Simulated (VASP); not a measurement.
The system is CoO.

```
Co O
1.0
    -1.50800    1.50800    2.10725
     1.50800   -1.50800    2.10725
     1.50800    1.50800   -2.10725
Co O
1 1
Direct
  0.00000 0.00000 0.00000
  0.50000 0.50000 0.00000
```

```yaml
Program: VASP 6.6.1
Task: relaxation of cell and atoms
Functional: PBEsol
Potentials_or_basis: VASP PAW PBE potentials, release 64 (Co, O)
Cutoff: 600 eV
k_mesh: 10 × 10 × 10
Occupations: gaussian, width 0.1 eV
Spin: collinear spin, ferromagnetic start
Starting_moments: "[2.74, 0.38] μB"
```

At the start: pressure -9.9 GPa; volume 9.58 Å³/atom.

**Question.** How do energy, volume and symmetry change on relaxing?

**Answer.** Over 9 steps the energy falls by 17.8 meV/atom and the volume is 9.04 Å³/atom (-5.7 %); space group Fm-3m (No. 225, to 0.1 Å) before and after; moment 2.77 μB per cell.

The path:
| step | energy change (eV) | largest force (eV/Å) | pressure (GPa) | volume (Å³) |
| --- | --- | --- | --- | --- |
| 1 | 0.0000 | 0.0000 | -9.94 | 19.17 |
| 2 | -0.0293 | 0.0000 | 3.56 | 17.57 |
| 3 | -0.0354 | 0.0000 | 0.33 | 18.03 |
| 4 | -0.0354 | 0.0000 | 0.03 | 18.06 |
| 5 | -0.0354 | 0.0000 | -0.18 | 18.08 |
| 6 | -0.0355 | 0.0000 | -0.17 | 18.08 |
| 7 | -0.0356 | 0.0000 | -0.14 | 18.08 |
| 8 | -0.0356 | 0.0000 | -0.10 | 18.07 |
| 9 | -0.0357 | 0.0000 | -0.09 | 18.07 |

Final structure:
```cif
data_structure
_symmetry_space_group_name_H-M 'P 1'
_symmetry_Int_Tables_number 1
_cell_length_a 2.9459
_cell_length_b 2.9459
_cell_length_c 2.9459
_cell_angle_alpha 120.014
_cell_angle_beta 120.014
_cell_angle_gamma 89.975
_cell_volume 18.07
loop_
_atom_site_label
_atom_site_type_symbol
_atom_site_fract_x
_atom_site_fract_y
_atom_site_fract_z
_atom_site_occupancy
Co1 Co 0.00000 0.00000 0.00000 1
O1 O 0.50000 0.50000 0.00000 1
```

Caveat: the PAW data sets were made with another functional, which shifts forces and pressure a little; a cell with one magnetic atom can't hold antiferromagnetic order, which such compounds often take.
